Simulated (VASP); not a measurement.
# GaBiSe2 (P4/mmm) in VASP: further runs

Runs on GaBiSe2. Level: PBE. Tasks: single point, relaxation of cell and atoms.

Everything below comes from runs of VASP 6.6.1. Logs are shortened: lines on timing, memory, paths and dates and some standing lists are left out, and cuts for length are marked.

## 1. The cell of the first run

The structure is tetragonal, space group P4/mmm (No. 123). Conventional cell: a = 5.228 Å, b = 5.228 Å, c = 3.730 Å, α = 90.00°, β = 90.00°, γ = 90.00°. Within 3.4 Å of Ga (site symmetry 4/mmm) lie 4 Se at 2.61 Å. Within 4.2 Å of Bi (site symmetry 4/mmm) lie 8 Se at 3.21 Å and 2 Bi at 3.73 Å and 8 Ga at 4.14 Å. Se (site symmetry mmm) has 2 Ga at 2.61 Å and 4 Bi at 3.21 Å within 3.4 Å.

## 2. Single point, PBE

INCAR

```
PREC = Accurate
ENCUT = 520
EDIFF = 1E-6
ISMEAR = 0
SIGMA = 0.1
LREAL = False
LASPH = True
NELM = 100
ALGO = Normal
ISIF = 2
LWAVE = False
LCHARG = False
GGA = PE
NBANDS = 28
```

KPOINTS

```
regular mesh
0
Gamma
  10 10 12
```

POSCAR

```
GaBiSe2
1.0
    5.2276902507      0.0000000000      0.0000000000
    0.0000000000      5.2276902507      0.0000000000
    0.0000000000      0.0000000000      3.7296594829
Ga Bi Se
1 1 2
Direct
    0.0000000000      0.0000000000      0.0000000000
    0.5000000000      0.5000000000      0.5000000000
    0.5000000000      0.0000000000      0.0000000000
    0.0000000000      0.5000000000      0.0000000000
```

Potentials or basis: VASP PAW PBE potentials, release 64 (Ga_d, Bi_d, Se).

On the command line:

```
$ cat potpaw_PBE.64/Ga_d/POTCAR potpaw_PBE.64/Bi_d/POTCAR potpaw_PBE.64/Se/POTCAR > POTCAR
$ mpirun -np 1 vasp_std > vasp.out
```

OUTCAR:

```text
PREC = Accurate
   ENCUT = 520
   EDIFF = 1E-6
   ISMEAR = 0
   LREAL = False
   LASPH = True
   NELM = 100
   ISIF = 2
   GGA = PE

 ion  position               nearest neighbor table
   1  0.000  0.000  0.000-   3 2.61   4 2.61   4 2.61   3 2.61
   2  0.500  0.500  0.500-   3 3.21   4 3.21   3 3.21   4 3.21   3 3.21   3 3.21   4 3.21   4 3.21

   3  0.500  0.000  0.000-   1 2.61   1 2.61   2 3.21   2 3.21   2 3.21   2 3.21
   4  0.000  0.500  0.000-   1 2.61   1 2.61   2 3.21   2 3.21   2 3.21   2 3.21

  LATTYP: Found a simple tetragonal cell.
 ALAT       =     5.2276902507
 C/A-ratio  =     0.7134430894

  Lattice vectors:

 A1 = (   5.2276902507,   0.0000000000,   0.0000000000)
 A2 = (   0.0000000000,   5.2276902507,   0.0000000000)
 A3 = (   0.0000000000,   0.0000000000,   3.7296594829)

Analysis of symmetry for initial positions (statically):
=====================================================================
 Subroutine PRICEL returns:
 Original cell was already a primitive cell.

 Routine SETGRP: Setting up the symmetry group for a
 simple tetragonal supercell.

 Subroutine GETGRP returns: Found 16 space group operations
 (whereof 16 operations were pure point group operations)
 out of a pool of 16 trial point group operations.

The static configuration has the point symmetry D_4h.

Analysis of symmetry for dynamics (positions and initial velocities):
=====================================================================
 Subroutine PRICEL returns:
 Original cell was already a primitive cell.

 Routine SETGRP: Setting up the symmetry group for a
 simple tetragonal supercell.

 Subroutine GETGRP returns: Found 16 space group operations
 (whereof 16 operations were pure point group operations)
 out of a pool of 16 trial point group operations.

The dynamic configuration has the point symmetry D_4h.

 Subroutine INISYM returns: Found 16 space group operations
 (whereof 16 operations are pure point group operations),
 and found     1 'primitive' translations

----------------------------------------------------------------------------------------

                                     Primitive cell

  volume of cell :     101.9269

  direct lattice vectors                    reciprocal lattice vectors
[... 82 lines left out ...]
   PREC   = accura    normal or accurate (medium, high low for compatibility)
   ISTART =      0    job   : 0-new  1-cont  2-samecut
   ICHARG =      2    charge: 1-file 2-atom 10-const
   ISPIN  =      1    spin polarized calculation?
   LNONCOLLINEAR =      F non collinear calculations
   LSORBIT =      F    spin-orbit coupling
   LASPH  =      T    aspherical Exc in radial PAW
   ENCUT  =  520.0 eV  38.22 Ry    6.18 a.u.   9.72  9.72  6.93*2*pi/ulx,y,z
   NELM   =    100;   NELMIN=  2; NELMDL= -5     # of ELM steps
   EDIFF  = 0.1E-05   stopping-criterion for ELM
   LREAL  =      F    real-space projection
   EDIFFG = 0.1E-04   stopping-criterion for IOM
   NSW    =      0    number of steps for IOM
   IBRION =     -1    ionic relax: 0-MD 1-quasi-New 2-CG
   NFREE  =      0    steps in history (QN), initial steepest desc. (CG)
   ISIF   =      2    stress and relaxation
   ISYM   =      2    0-nonsym 1-usesym 2-fastsym
   POTIM  = 0.5000    time-step for ionic-motion
   TEBEG  =    0.0;   TEEND  =   0.0 temperature during run
   PSTRESS=    0.0 pullay stress
   NELECT =      40.0000    total number of electrons
   NUPDOWN=      -1.0000    fix difference up-down
   EMIN   =  10.00;   EMAX   =-10.00  energy-range for DOS
   EFERMI =   0.00;   METHOD = LEGACY
   ISMEAR =     0;   SIGMA  =   0.10  broadening in eV -4-tet -1-fermi 0-gaus
   EFERMI_NEDOS =   21; number of points for ismear=-14 and -15
   IALGO  =     38    algorithm
   IMIX   =      4    mixing-type and parameters
     AMIX     =   0.40;   BMIX     =  1.00
     AMIX_MAG =   1.60;   BMIX_MAG =  1.00
  volume/ion in A,a.u.               =      25.48       171.96
  Fermi-wavevector in a.u.,A,eV,Ry     =   1.198575  2.264978 19.545884  1.436582
  Thomas-Fermi vector in A             =   2.334460
   LORBIT       =      0    0 simple, 1 ext, 2 COOP (PROOUT), +10 PAW based schemes
   GGA     = PE    functional components
   LHFCALC =     F    Hartree Fock is set to
   AEXX    =    0.0000 exact exchange contribution
   IVDW    =     0    specifies the selected vdW correction
   LEPSILON=     F    determine dielectric tensor
   LRPA    =     F    only Hartree local field effects (RPA)
 non-spin polarized calculation
 Gauss-broadening in eV      SIGMA  =   0.10
  energy-cutoff  :      520.00
  volume of cell :      101.93
 maximum number of plane-waves:      2812
 NGX is ok and might be reduce to    40
   NGX = 19   NGY = 19   NGZ = 13

 number of electron      39.9999995 magnetization

 Free energy of the ion-electron system (eV)
  ---------------------------------------------------
  ext. energy  EPLUGINS =         0.00000000
  ---------------------------------------------------
  free energy    TOTEN  =       -14.17646841 eV

  energy without entropy =      -14.16546785  energy(sigma->0) =      -14.17096813

 E-fermi :   5.3609     XC(G=0):  -9.8468

 val. band max:        5.3582321269   @ k =   0.4000   0.0000   0.4167
 cond. band min:       5.3645378774   @ k =   0.4000   0.3000   0.1667
 fundamental gap:      0.0063057505
 Fermi energy:         5.3609404060

 k-point     1 :       0.0000    0.0000    0.0000
  band No.  band energies     occupation
      1     -18.2104      2.00000
      2     -18.1852      2.00000
      3     -18.1819      2.00000
      4     -18.1573      2.00000
      5     -18.1573      2.00000
      6      -9.9328      2.00000
[... 733 lines left out ...]
     27      11.8982      0.00000
     28      12.7528      0.00000

 [... further k-points ...]
[... 5 lines left out ...]
  --------------------------------------------------------------------------------------
  -------------------------------------------------------------------------------------
  Total        0.0370813      0.0370813     -0.0297707      0.0000000      0.0000000      0.0000000
  in kB        0.5828772      0.5828772     -0.4679621      0.0000000      0.0000000      0.0000000
  external PRESSURE =       0.2325974 kB  Pullay stress =       0.0000000 kB

 VOLUME and BASIS-vectors are now :
 -----------------------------------------------------------------------------
  energy-cutoff  :      520.00
  volume of cell :      101.93
      direct lattice vectors                 reciprocal lattice vectors
     5.227690251  0.000000000  0.000000000     0.191289069  0.000000000  0.000000000
     0.000000000  5.227690251  0.000000000     0.000000000  0.191289069  0.000000000
     0.000000000  0.000000000  3.729659483     0.000000000  0.000000000  0.268120992

 POSITION                                       TOTAL-FORCE (eV/Angst)
 -----------------------------------------------------------------------------------
      0.00000      0.00000      0.00000         0.000000      0.000000      0.000000
      2.61385      2.61385      1.86483         0.000000      0.000000      0.000000
      2.61385      0.00000      0.00000         0.000000      0.000000      0.000000
      0.00000      2.61385      0.00000         0.000000      0.000000      0.000000
 -----------------------------------------------------------------------------------
    total drift:                               -0.000000      0.000000     -0.000000

  FREE ENERGIE OF THE ION-ELECTRON SYSTEM (eV)
  ---------------------------------------------------
  free  energy   TOTEN  =       -14.1764684091 eV

  energy  without entropy=      -14.1654678491  energy(sigma->0) =      -14.17096813
```

OSZICAR:

```text
N       E                     dE             d eps       ncg     rms          rms(c)
DAV:   1     0.358406030912E+03    0.35841E+03   -0.19563E+04  8684   0.178E+03
DAV:   2     0.285689493087E+02   -0.32984E+03   -0.32040E+03  8680   0.454E+02
DAV:   3    -0.129498397749E+02   -0.41519E+02   -0.40486E+02 10176   0.143E+02
DAV:   4    -0.146853708593E+02   -0.17355E+01   -0.17274E+01  9776   0.305E+01
DAV:   5    -0.147401355929E+02   -0.54765E-01   -0.54747E-01 11040   0.543E+00    0.472E+00
DAV:   6    -0.141783929760E+02    0.56174E+00   -0.18397E+00  9940   0.853E+00    0.264E+00
DAV:   7    -0.141783284382E+02    0.64538E-04   -0.22424E-01  9868   0.284E+00    0.141E+00
DAV:   8    -0.141764450267E+02    0.18834E-02   -0.22311E-02  9196   0.130E+00    0.375E-01
DAV:   9    -0.141763824727E+02    0.62554E-04   -0.29268E-03 10532   0.374E-01    0.870E-02
DAV:  10    -0.141764429462E+02   -0.60473E-04   -0.34177E-04  9512   0.135E-01    0.322E-02
DAV:  11    -0.141764705605E+02   -0.27614E-04   -0.75849E-05 10164   0.593E-02    0.109E-02
DAV:  12    -0.141764687452E+02    0.18153E-05   -0.96540E-06  9644   0.169E-02    0.425E-03
DAV:  13    -0.141764684091E+02    0.33610E-06   -0.89298E-07  5504   0.588E-03
   1 F= -.14176468E+02 E0= -.14170968E+02  d E =-.110006E-01
```

It took 3.3 min on 1 thread of Intel Xeon Platinum 8488C (Sapphire Rapids), shared host; peak memory 0.52 GiB.

Results:

- Free energy: -14.1765 eV
- Pressure: 0.0 GPa
- Band gap on the k mesh: zero (bands 20 and 21 overlap by 2.67 eV)

Levels at points of the mesh, in eV from the Fermi level:
```tsv
k point	band 17	band 18	band 19	band 20	band 21	band 22	band 23	band 24
(0.00, 0.00, 0.00)	-2.89	-2.89	-2.41	-0.72	3.27	3.27	3.32	3.88
(0.50, 0.00, 0.00)	-1.84	-1.64	-1.31	-0.61	1.04	2.57	3.13	3.35
(0.50, 0.50, 0.00)	-1.26	-1.10	-1.10	-0.41	-0.41	1.28	2.15	2.58
(0.00, 0.00, 0.50)	-3.41	-3.09	-1.84	-1.76	-1.76	-1.00	-1.00	1.85
(0.50, 0.00, 0.50)	-4.10	-2.91	-2.74	-0.79	0.45	0.95	1.32	2.85
(0.50, 0.50, 0.50)	-4.75	-1.15	-1.07	-0.97	2.58	2.96	2.96	3.12
```

Caveat: spin-orbit coupling is left out, which moves the levels of the heavy elements.

## 3. Single point, PBE

This run uses another cell than the first one, of 25.81 Å³/atom.

INCAR

```
SYSTEM = GaBiSe2
PREC = Accurate ; ENCUT = 520
EDIFF = 1E-6 ; ISMEAR = 0
SIGMA = 0.1 ; LREAL = .False.
LASPH = .True. ; NELM = 100
ALGO = Normal ; ISIF = 2
LWAVE = .False. ; LCHARG = .False.
GGA = PE ; NBANDS = 28
```

KPOINTS

```
Automatic mesh
0
Gamma
  4 4 6
  0 0 0
```

POSCAR

```
GaBiSe2
1.0
    5.2169443804      0.0000000000      0.0000000000
    0.0000000000      5.2169443804      0.0000000000
    0.0000000000      0.0000000000      3.7937338483
Ga Bi Se
1 1 2
Direct
    0.0000000000      0.0000000000      0.0000000000
    0.5000000000      0.5000000000      0.5000000000
    0.5000000000      0.0000000000      0.0000000000
    0.0000000000      0.5000000000      0.0000000000
```

Potentials or basis: VASP PAW PBE potentials, release 64 (Ga_d, Bi_d, Se).

On the command line:

```
$ cat potpaw_PBE.64/Ga_d/POTCAR potpaw_PBE.64/Bi_d/POTCAR potpaw_PBE.64/Se/POTCAR > POTCAR
$ mpirun -np 1 vasp_std > vasp.out
```

It took 35 s on 1 thread of Intel Xeon Platinum 8488C (Sapphire Rapids), shared host; peak memory 0.24 GiB.

The run converged. Its results:

| Item | Value |
| --- | --- |
| Free energy | -14.2676 eV |
| Pressure | 0.0 GPa |
| Band gap on the k mesh | zero (bands 20 and 21 overlap by 2.62 eV) |

Levels at points of the mesh, in eV from the Fermi level:
```tsv
k point	band 18	band 19	band 20	band 21	band 22	band 23
(0.00, 0.00, 0.00)	-2.97	-2.71	-0.97	2.98	2.98	3.00
(0.50, 0.00, 0.00)	-1.92	-1.58	-0.72	0.89	2.27	3.01
(0.50, 0.50, 0.00)	-1.36	-1.32	-0.57	-0.57	0.95	2.09
(0.00, 0.00, 0.50)	-3.15	-1.88	-1.88	-1.87	-1.13	-1.13
(0.50, 0.00, 0.50)	-2.98	-2.86	-0.92	0.39	0.88	1.18
(0.50, 0.50, 0.50)	-1.29	-1.16	-1.06	2.52	2.80	2.80
```

Caveat: spin-orbit coupling is left out, which moves the levels of the heavy elements.

## 4. Relaxation of cell and atoms, PBE

This run uses another cell than the first one, of 21.73 Å³/atom.

INCAR

```
PREC = Accurate
ENCUT = 600
EDIFF = 1E-7
ISMEAR = 0
SIGMA = 0.1
LREAL = F
LASPH = T
NELM = 100
ALGO = Normal
ISIF = 3
LWAVE = F
LCHARG = F
GGA = PE
IBRION = 2
NSW = 90
EDIFFG = -0.04
```

KPOINTS

```
Automatic mesh
0
Gamma
  4 4 6
```

POSCAR

```
GaBiSe2
1.0
    5.2921607300      0.0000000000      0.0000000000
    0.0000000000      5.2921607300      0.0000000000
    0.0000000000      0.0000000000      3.1033136200
Ga Bi Se
1 1 2
Direct
    0.0000000000      0.0000000000      0.0000000000
    0.5000000000      0.5000000000      0.5000000000
    0.5000000000      0.0000000000      0.0000000000
    0.0000000000      0.5000000000      0.0000000000
```

On the command line:

```
$ cat potpaw_PBE.64/Ga_d/POTCAR potpaw_PBE.64/Bi_d/POTCAR potpaw_PBE.64/Se/POTCAR > POTCAR
$ mpirun -np 1 vasp_std > vasp.out
```

Wall time 5.6 min (1 thread of Intel Xeon Platinum 8488C (Sapphire Rapids), shared host); peak memory 0.26 GiB.

The run converged. Its results:

| Quantity | Value |
| --- | --- |
| Free energy | -14.2639 eV |
| Relaxed volume | 25.84 Å³/atom |
| Relaxed cell | a = 5.219 Å, b = 5.219 Å, c = 3.796 Å, α = 90.00°, β = 90.00°, γ = 90.00° |
| Space group after relaxing (to 0.1 Å) | P4/mmm (No. 123) |
| Energy gained by relaxing | 165.2 meV/atom |
| Ionic steps | 11 |
| Pressure after relaxing | 0.0 GPa |
| Band gap on the k mesh | zero (bands 20 and 21 overlap by 2.62 eV) |

Step by step:
| step | energy change (eV) | largest force (eV/Å) | pressure (GPa) | volume (Å³) |
| --- | --- | --- | --- | --- |
| 1 | 0.0000 | 0.0000 | 8.85 | 86.91 |
| 2 | -0.2732 | 0.0000 | -1.83 | 102.90 |
| 3 | -0.2947 | 0.0000 | 0.01 | 98.91 |
| 4 | -0.2947 | 0.0000 | -0.13 | 99.16 |
| 5 | -0.3192 | 0.0000 | -0.17 | 99.45 |
| 6 | -0.4479 | 0.0000 | 0.15 | 100.15 |
| 7 | -0.6515 | 0.0000 | 1.02 | 100.89 |
| 8 | -0.6525 | 0.0000 | 1.12 | 100.93 |
| 9 | -0.6422 | 0.0000 | -0.96 | 106.08 |
| 10 | -0.6581 | 0.0000 | 0.31 | 102.86 |
| 11 | -0.6609 | 0.0000 | -0.03 | 103.38 |

Final structure:
```yaml
crystal:
  lattice:
    - [5.21854, 0.00000, 0.00000]
    - [0.00000, 5.21854, 0.00000]
    - [0.00000, 0.00000, 3.79595]
  atoms:
    - { symbol: Ga, position: [0.00000, 0.00000, 0.00000] }
    - { symbol: Bi, position: [0.50000, 0.50000, 0.50000] }
    - { symbol: Se, position: [0.50000, 0.00000, 0.00000] }
    - { symbol: Se, position: [0.00000, 0.50000, 0.00000] }
```

Levels at points of the mesh, in eV from the Fermi level:
| k point | band 16 | band 17 | band 18 | band 19 | band 20 | band 21 | band 22 | band 23 | band 24 |
| --- | --- | --- | --- | --- | --- | --- | --- | --- | --- |
| (0.00, 0.00, 0.00) | -4.34 | -2.96 | -2.96 | -2.71 | -0.97 | 2.98 | 2.98 | 2.99 | 3.63 |
| (0.50, 0.00, 0.00) | -4.63 | -1.99 | -1.92 | -1.58 | -0.72 | 0.88 | 2.26 | 3.01 | 3.07 |
| (0.50, 0.50, 0.00) | -1.56 | -1.36 | -1.36 | -1.32 | -0.57 | -0.57 | 0.95 | 2.09 | 2.50 |
| (0.00, 0.00, 0.50) | -3.73 | -3.50 | -3.15 | -1.87 | -1.87 | -1.87 | -1.13 | -1.13 | 1.80 |
| (0.50, 0.00, 0.50) | -4.64 | -4.26 | -2.98 | -2.85 | -0.92 | 0.39 | 0.88 | 1.18 | 2.68 |
| (0.50, 0.50, 0.50) | -4.82 | -4.82 | -1.29 | -1.15 | -1.06 | 2.52 | 2.80 | 2.80 | 2.99 |

Caveat: the volume moved by over 15 % at a fixed basis, so the end points are rough; spin-orbit coupling is left out, which moves the levels of the heavy elements.

## 5. Overview

| task | cell | k mesh | cutoff (eV) | gap on the mesh (eV) | pressure (GPa) |
| --- | --- | --- | --- | --- | --- |
| single point | a = 5.228, b = 5.228, c = 3.730 Å, 4 atoms | 10 × 10 × 12 | 520 | none | 0.0 |
| single point | a = 5.217, b = 5.217, c = 3.794 Å, 4 atoms | 4 × 4 × 6 | 520 | none | 0.0 |
| relaxation of cell and atoms | relaxed from a = 5.292, b = 5.292, c = 3.103 Å, 4 atoms | 4 × 4 × 6 | 600 | none | 0.0 |

Alike in all rows: level PBE; potentials or basis VASP PAW PBE potentials, release 64 (Ga_d, Bi_d, Se); no spin polarisation; smearing gaussian 0.1 eV.

Caveats: spin-orbit coupling is left out, which moves the levels of the heavy elements; the volume moved by over 15 % at a fixed basis, so the end points are rough (at least some runs).

Total energies depend on the potentials used, so only differences within one code and one set of settings carry meaning.
